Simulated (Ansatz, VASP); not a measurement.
**Two plane-wave programs on Cd**

```
Cd
1.0
     2.97887    0.00000    0.00000
    -1.48944    2.54108    0.00000
     0.00000    0.00000    5.61765
Cd
2
Cartesian
  0.0000 1.6941 1.4044
  1.4894 0.8470 4.2132
```

Change from the starting cell: strain -0.0150 x Voigt [0, 1, 0, 0, 0, 0], atoms carried along.

Alike in both runs: task single point; functional PBEsol; k mesh 18 × 18 × 8; occupations gaussian, width 0.15 eV; no spin polarisation.

|  | VASP | Ansatz |
| --- | --- | --- |
| version | VASP 6.6.1 | Ansatz 0.2.0 |
| potentials or method | VASP PAW PBE potentials, release 64 (Cd), cutoff 520 eV | scalar-relativistic, plane waves, PAW |
| valence electrons in the cell | 24 | 40 |

```tsv
	VASP	Ansatz	Ansatz less VASP
gap on the k mesh at the Fermi level (eV)	none	none	-
pressure (GPa)	-0.2	-0.6	-0.41
traceless stress, the component that is largest in VASP (GPa)	0.67	0.58	-0.095
rms of the force components (eV/Å)	0.004	0.004	0.0000
```

VASP's potentials were made for PBE, not for PBEsol. Atom by atom the forces differ by 0.000 eV/Å (rms over components). A gap of «none» marks a metal or a gap that the smearing closes. VASP's potentials hold 24 valence electrons a cell and Ansatz's 40, so a difference there can come from the potentials and not from the codes.
